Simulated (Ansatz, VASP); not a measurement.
# SiC in VASP and in Ansatz

```
Si C
1.0
     3.09412    0.00000    0.00000
    -1.54706    2.67959    0.00000
     0.00000    0.00000   10.12934
Si C
4 4
Direct
  0.66667 0.33333 0.93784
  0.33333 0.66667 0.43784
  0.00000 0.00000 0.68790
  0.00000 0.00000 0.18790
  0.66667 0.33333 0.75228
  0.33333 0.66667 0.25228
  0.00000 0.00000 0.50292
  0.00000 0.00000 0.00292
```

Change from the starting cell: all C atoms moved +0.025 Å, as atom 5 along Cartesian [0 0 1].

Alike in both runs: task single point; functional PBE; k mesh 12 × 12 × 4; occupations gaussian, width 0.05 eV; no spin polarisation.

|  | VASP | Ansatz |
| --- | --- | --- |
| version | VASP 6.6.1 | Ansatz 0.2.0 |
| potentials or method | VASP PAW PBE potentials, release 64 (Si, C), cutoff 520 eV | scalar-relativistic, plane waves, PAW |
| valence electrons in the cell | 32 | 32 |

VASP gave:

```
gap on the k mesh at the Fermi level (eV)                     : 2.13
least direct gap on the mesh (eV)                             : 3.24
pressure (GPa)                                                : 0.0
traceless stress, the component that is largest in VASP (GPa) : 1.81
rms of the force components (eV/Å)                            : 0.273
```

**Question.** Which values does Ansatz return?

**Answer.** gap on the k mesh at the Fermi level (eV): 2.14; least direct gap on the mesh (eV): 3.24; pressure (GPa): 0.1; traceless stress, the component that is largest in VASP (GPa): 1.81; rms of the force components (eV/Å): 0.273.

Atom by atom the forces differ by 0.001 eV/Å (rms over components). With one functional, cell and mesh, what is left measures potentials, basis and numerics.
